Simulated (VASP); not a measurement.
Here is a VASP 6.6.1 calculation.

File INCAR:

```
ALGO = Fast ; DIPOL = 0.5 0.5 0.358
EDIFF = 1E-7 ; EDIFFG = -0.025
ENCUT = 520 ; GGA = PE
IBRION = 2 ; IDIPOL = 3
ISIF = 2 ; ISMEAR = 0
LASPH = True ; LCHARG = False
LDIPOL = True ; LREAL = False
LWAVE = False ; NELM = 80
NSW = 36 ; PREC = Accurate
SIGMA = 0.1
```

KPOINTS

```
k-points
0
Gamma
  10 10 1
```

POSCAR

```
Ti3C
1.0
    2.8192036111      0.0000000000      0.0000000000
   -0.9397345370      2.6579706546      0.0000000000
    0.0000000000      0.0000000000     19.8263803360
Ti C
3 1
Selective dynamics
Direct
    0.5000000000      0.5000000000      0.2017514005  F F F
    0.0000000000      0.0000000000      0.3111715305  F F F
    0.5000000000      0.5000000000      0.4199647235  F F F
    0.6666666667      1.1666666667      0.4986477697  F F T
```

Potentials or basis: VASP PAW PBE potentials, release 64 (Ti_sv, C).

Launch:

```bash
$ cat potpaw_PBE.64/Ti_sv/POTCAR potpaw_PBE.64/C/POTCAR > POTCAR
$ mpirun -np 1 vasp_std > vasp.out
```

**Question.** Estimate the band gap on the k mesh.

**Answer.** Zero (bands 20 and 21 overlap by 0.64 eV).

**Question.** Predict the energy gained by relaxing.

**Answer.** 63.1 meV/atom.

The path:
| step | energy change (eV) | largest force on free atoms (eV/Å) | pressure (GPa) |
| --- | --- | --- | --- |
| 1 | 0.0000 | 1.8126 | -0.86 |
| 2 | -0.1393 | 1.3424 | -0.03 |
| 3 | -0.2523 | 0.0817 | 1.97 |
| 4 | -0.2525 | 0.0286 | 1.84 |
| 5 | -0.2525 | 0.0271 | 1.84 |
| 6 | -0.2525 | 0.0277 | 1.84 |
| 7 | -0.2525 | 0.0271 | 1.84 |
| 8 | -0.2525 | 0.0267 | 1.84 |
| 9 | -0.2525 | 0.0271 | 1.84 |
| 10 | -0.2525 | 0.0270 | 1.84 |
| 11 | -0.2525 | 0.0268 | 1.84 |
| 12 | -0.2525 | 0.0265 | 1.84 |
| 13 | -0.2525 | 0.0257 | 1.84 |
| 14 | -0.2525 | 0.0242 | 1.84 |
